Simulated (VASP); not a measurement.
# NiO (Pm-3m) in VASP: a series of runs, part 2 of 2

VASP 6.6.1. The steps go on from the part before.

## (3) Single point, PBE, collinear spin, ferromagnetic start

This run uses another cell than the first one, of 8.33 Å³/atom, 1.019 times its volume.

Contents of INCAR:

```
SYSTEM = NiO
PREC     = Accurate       ! precision mode
ENCUT    = 520            ! plane-wave cutoff, eV
EDIFF    = 1E-6           ! SCF threshold, eV
ISMEAR   = -1             ! smearing method
SIGMA    = 0.05           ! smearing width, eV
LREAL    = .FALSE.        ! projectors in reciprocal space
LASPH    = .TRUE.         ! aspherical terms in the spheres
NELM     = 150            ! most SCF steps
ALGO     = Normal         ! electronic algorithm
ISIF     = 2              ! what is computed and relaxed
LWAVE    = .FALSE.        ! write WAVECAR
LCHARG   = .FALSE.        ! write CHGCAR
ISPIN    = 2              ! spin polarisation
MAGMOM   = 1 0            ! initial moments
LORBIT   = 11             ! projections on sites
LMAXMIX  = 4              ! l up to which the mixer works
GGA      = PE             ! functional
NBANDS   = 19             ! bands
```

Contents of KPOINTS:

```
Automatic mesh
0
G
  11 11 11
  0 0 0
```

Contents of POSCAR:

```
NiO
1.0
    2.5537379567      0.0000000000      0.0000000000
    0.0000000000      2.5537379567      0.0000000000
    0.0000000000      0.0000000000      2.5537379567
Ni O
1 1
Direct
    0.0000000000      0.0000000000      0.0000000000
    0.5000000000      0.5000000000      0.5000000000
```

Potentials or basis: VASP PAW PBE potentials, release 64 (Ni, O).

Command:

```sh
$ cat potpaw_PBE.64/Ni/POTCAR potpaw_PBE.64/O/POTCAR > POTCAR
$ mpirun -np 1 vasp_std > vasp.out
```

OUTCAR:

```text
SYSTEM = NiO
   PREC = Accurate
   ENCUT = 520
   EDIFF = 1E-6
   ISMEAR = -1
   LREAL = .FALSE.
   LASPH = .TRUE.
   NELM = 150
   ISIF = 2
   ISPIN = 2
   LORBIT = 11
   GGA = PE

 ion  position               nearest neighbor table
   1  0.000  0.000  0.000-   2 2.21   2 2.21   2 2.21   2 2.21   2 2.21   2 2.21   2 2.21   2 2.21

   2  0.500  0.500  0.500-   1 2.21   1 2.21   1 2.21   1 2.21   1 2.21   1 2.21   1 2.21   1 2.21

  LATTYP: Found a simple cubic cell.
 ALAT       =     2.5537379567

  Lattice vectors:

 A1 = (   2.5537379567,   0.0000000000,   0.0000000000)
 A2 = (   0.0000000000,   2.5537379567,   0.0000000000)
 A3 = (   0.0000000000,   0.0000000000,   2.5537379567)

Analysis of symmetry for initial positions (statically):
=====================================================================
 Subroutine PRICEL returns:
 Original cell was already a primitive cell.

 Routine SETGRP: Setting up the symmetry group for a
 simple cubic supercell.

 Subroutine GETGRP returns: Found 48 space group operations
 (whereof 48 operations were pure point group operations)
 out of a pool of 48 trial point group operations.

The static configuration has the point symmetry O_h .

Analysis of symmetry for dynamics (positions and initial velocities):
=====================================================================
 Subroutine PRICEL returns:
 Original cell was already a primitive cell.

 Routine SETGRP: Setting up the symmetry group for a
 simple cubic supercell.

 Subroutine GETGRP returns: Found 48 space group operations
 (whereof 48 operations were pure point group operations)
 out of a pool of 48 trial point group operations.

The dynamic configuration has the point symmetry O_h .

Analysis of structural, dynamic, and magnetic symmetry:
=====================================================================
 Subroutine PRICEL returns:
 Original cell was already a primitive cell.

 Routine SETGRP: Setting up the symmetry group for a
 simple cubic supercell.

 Subroutine GETGRP returns: Found 48 space group operations
 (whereof 48 operations were pure point group operations)
 out of a pool of 48 trial point group operations.

The overall configuration has the point symmetry O_h .

 Subroutine INISYM returns: Found 48 space group operations
 (whereof 48 operations are pure point group operations),
 and found     1 'primitive' translations

----------------------------------------------------------------------------------------

                                     Primitive cell

  volume of cell :      16.6544

  direct lattice vectors                    reciprocal lattice vectors
     2.553737957  0.000000000  0.000000000     0.391582855  0.000000000  0.000000000
     0.000000000  2.553737957  0.000000000     0.000000000  0.391582855  0.000000000
     0.000000000  0.000000000  2.553737957     0.000000000  0.000000000  0.391582855

  length of vectors
     2.553737957  2.553737957  2.553737957     0.391582855  0.391582855  0.391582855

  position of ions in fractional coordinates (direct lattice)
[... 8 lines left out ...]
----------------------------------------------------------------------------------------

 KPOINTS: Automatic mesh

Automatic generation of k-mesh.
[... 59 lines left out ...]
   ICHARG =      2    charge: 1-file 2-atom 10-const
   ISPIN  =      2    spin polarized calculation?
   LNONCOLLINEAR =      F non collinear calculations
   LSORBIT =      F    spin-orbit coupling
   LASPH  =      T    aspherical Exc in radial PAW
   ENCUT  =  520.0 eV  38.22 Ry    6.18 a.u.   4.75  4.75  4.75*2*pi/ulx,y,z
   NELM   =    150;   NELMIN=  2; NELMDL= -5     # of ELM steps
   EDIFF  = 0.1E-05   stopping-criterion for ELM
   LREAL  =      F    real-space projection
   EDIFFG = 0.1E-04   stopping-criterion for IOM
   NSW    =      0    number of steps for IOM
   IBRION =     -1    ionic relax: 0-MD 1-quasi-New 2-CG
   NFREE  =      0    steps in history (QN), initial steepest desc. (CG)
   ISIF   =      2    stress and relaxation
   ISYM   =      2    0-nonsym 1-usesym 2-fastsym
   POTIM  = 0.5000    time-step for ionic-motion
   TEBEG  =    0.0;   TEEND  =   0.0 temperature during run
   PSTRESS=    0.0 pullay stress
   NELECT =      16.0000    total number of electrons
   NUPDOWN=      -1.0000    fix difference up-down
   EMIN   =  10.00;   EMAX   =-10.00  energy-range for DOS
   EFERMI =   0.00;   METHOD = LEGACY
   ISMEAR =    -1;   SIGMA  =   0.05  broadening in eV -4-tet -1-fermi 0-gaus
   EFERMI_NEDOS =   21; number of points for ismear=-14 and -15
   IALGO  =     38    algorithm
   IMIX   =      4    mixing-type and parameters
     AMIX     =   0.40;   BMIX     =  1.00
     AMIX_MAG =   1.60;   BMIX_MAG =  1.00
  volume/ion in A,a.u.               =       8.33        56.19
  Fermi-wavevector in a.u.,A,eV,Ry     =   1.615369  3.052605 35.503287  2.609418
  Thomas-Fermi vector in A             =   2.710128
   LORBIT       =     11    0 simple, 1 ext, 2 COOP (PROOUT), +10 PAW based schemes
   GGA     = PE    functional components
   LHFCALC =     F    Hartree Fock is set to
   AEXX    =    0.0000 exact exchange contribution
   IVDW    =     0    specifies the selected vdW correction
   LEPSILON=     F    determine dielectric tensor
   LRPA    =     F    only Hartree local field effects (RPA)
 spin polarized calculation
  energy-cutoff  :      520.00
  volume of cell :       16.65
 maximum number of plane-waves:       461
 NGX is ok and might be reduce to    20
   NGX =  9   NGY =  9   NGZ =  9

 number of electron      16.0000018 magnetization       1.6486044

 Free energy of the ion-electron system (eV)
  ---------------------------------------------------
  ext. energy  EPLUGINS =         0.00000000
  ---------------------------------------------------
  free energy    TOTEN  =       -10.44725164 eV

  energy without entropy =      -10.42111872  energy(sigma->0) =      -10.43418518

 E-fermi :   8.7990     XC(G=0): -13.3669

 val. band max:        8.7902808257   @ k =   0.3636   0.3636   0.0909
 cond. band min:       8.8076453331   @ k =   0.4545   0.0909   0.0000
 fundamental gap:      0.0173645074
 Fermi energy:         8.7990054604

 spin component 1

 k-point     1 :       0.0000    0.0000    0.0000
  band No.  band energies     occupation
      1     -11.9284      1.00000
      2       5.0061      1.00000
      3       5.0061      1.00000
      4       6.0028      1.00000
      5       6.0028      1.00000
      6       6.0028      1.00000
[... 517 lines left out ...]
     18      40.5446      0.00000
     19      44.7323      0.00000

 [... further k-points ...]

 spin component 2

 k-point     1 :       0.0000    0.0000    0.0000
  band No.  band energies     occupation
      1     -11.3310      1.00000
      2       5.9463      1.00000
      3       5.9463      1.00000
      4       6.7264      1.00000
      5       6.7264      1.00000
      6       6.7264      1.00000
[... 517 lines left out ...]
     18      40.7044      0.00000
     19      44.9127      0.00000

 [... further k-points ...]

------------------------ aborting loop because EDIFF is reached ----------------------------------------

  FORCE on cell =-STRESS in cart. coord.  units (eV):
  Direction    XX          YY          ZZ          XY          YZ          ZX
  --------------------------------------------------------------------------------------
  -------------------------------------------------------------------------------------
  Total        1.3473771      1.3473771      1.3473771      0.0000000      0.0000000     -0.0000000
  in kB      129.6196253    129.6196253    129.6196253      0.0000000      0.0000000     -0.0000000
  external PRESSURE =     129.6196253 kB  Pullay stress =       0.0000000 kB

 VOLUME and BASIS-vectors are now :
 -----------------------------------------------------------------------------
  energy-cutoff  :      520.00
  volume of cell :       16.65
      direct lattice vectors                 reciprocal lattice vectors
     2.553737957  0.000000000  0.000000000     0.391582855  0.000000000  0.000000000
     0.000000000  2.553737957  0.000000000     0.000000000  0.391582855  0.000000000
     0.000000000  0.000000000  2.553737957     0.000000000  0.000000000  0.391582855

 POSITION                                       TOTAL-FORCE (eV/Angst)
 -----------------------------------------------------------------------------------
      0.00000      0.00000      0.00000         0.000000      0.000000      0.000000
      1.27687      1.27687      1.27687         0.000000      0.000000      0.000000
 -----------------------------------------------------------------------------------
    total drift:                                0.000000      0.000000      0.000000

  FREE ENERGIE OF THE ION-ELECTRON SYSTEM (eV)
  ---------------------------------------------------
  free  energy   TOTEN  =       -10.4472516414 eV

  energy  without entropy=      -10.4211187207  energy(sigma->0) =      -10.43418518

 total charge

# of ion       s       p       d       tot
------------------------------------------
    1        0.329   0.402   8.302   9.033
    2        1.598   3.316   0.000   4.914
--------------------------------------------------
tot          1.927   3.718   8.302  13.947

 magnetization (x)

# of ion       s       p       d       tot
------------------------------------------
    1       -0.010  -0.006   1.222   1.206
    2        0.008   0.398   0.000   0.406
--------------------------------------------------
tot         -0.002   0.392   1.222   1.612
```

Run time: 18 s. Hardware: 1 thread of Intel Xeon 6975P-C (Granite Rapids), shared host; peak memory 0.14 GiB.

What came out:

| Quantity | Value |
| --- | --- |
| Free energy | -10.4473 eV |
| Pressure | 13.0 GPa |
| Net moment | 1.65 μB per cell |
| Site moments | Ni +1.21; O +0.41 μB |
| Valence electrons inside the program's atomic spheres | Ni 9.03; O 4.91 |

Levels at points of the mesh, in eV from the Fermi level:
Spin up:
```tsv
k point	band 7	band 8	band 9	band 10	band 11	band 12
(0.00, 0.00, 0.00)	-1.75	-1.75	-1.75	1.33	16.24	16.24
```
Spin down:
```tsv
k point	band 3	band 4	band 5	band 6	band 7	band 8	band 9	band 10	band 11	band 12
(0.00, 0.00, 0.00)	-2.85	-2.07	-2.07	-2.07	-0.30	-0.30	-0.30	1.71	16.49	16.49
```

Caveat: a cell with one magnetic atom can't hold antiferromagnetic order, which such compounds often take; semilocal functionals often make such compounds metallic where correlation or magnetic order opens a gap, which also shifts bond lengths.
